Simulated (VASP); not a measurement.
Wanted: the native input for a VASP 6.6.1 run.

- Task: single point
- Functional: PBE
- Dispersion: D3(BJ)
- Potentials or basis: VASP PAW PBE potentials, release 64 (S, Pt)
- Cutoff: 520 eV
- k mesh: 9 × 9 × 1
- Occupations: gaussian, width 0.05 eV
- Spin: no spin polarisation
- Dipole correction: yes
- Further INCAR settings: ALGO = Normal; EDIFF = 1e-06; NBANDS = 31

The structure of PtS2 lies in POSCAR:

```
PtS2
1.0
    3.5415278079      0.0000000000      0.0000000000
   -1.7707639039      3.0670530498      0.0000000000
    0.0000000000      0.0000000000     22.4670615492
S Pt
4 2
Direct
    0.6666666667      0.3333333333      0.2002932155
    0.3333333333      0.6666666667      0.3105198000
    0.5000000000      1.3333333333      0.4361587841
    0.8333333333      1.0000000000      0.5464747177
    0.0000000000      0.0000000000      0.2557158541
    1.1666666667      1.6666666667      0.4910945737
```

One way to write it, as run:

INCAR

```
PREC = Accurate ; ENCUT = 520
EDIFF = 1E-6 ; ISMEAR = 0
SIGMA = 0.05 ; LREAL = F
LASPH = T ; NELM = 60
ALGO = Normal ; ISIF = 2
LWAVE = F ; LCHARG = F
LDIPOL = T ; IDIPOL = 3
DIPOL = 0.5 0.5 0.373 ; GGA = PE
IVDW = 12 ; NBANDS = 31
```

KPOINTS

```
regular mesh
0
Gamma
  9 9 1
```

Potentials or basis: VASP PAW PBE potentials, release 64 (S, Pt).

Run with:

```console
$ cat potpaw_PBE.64/S/POTCAR potpaw_PBE.64/Pt/POTCAR > POTCAR
$ mpirun -np 1 vasp_std > vasp.out
```

Results of the run:

```
Largest force              : 0.135 eV/Å
Band gap on the k mesh     : 1.11 eV, indirect (least direct gap 1.27 eV)
Dispersion energy per atom : -0.336 eV
```

Caveat: spin-orbit coupling is left out, which moves the levels of the heavy elements.

Run time: 11 min on 1 thread of Oxide Virtual Turin-like Processor, with other jobs on the host, peak memory 0.47 GiB.
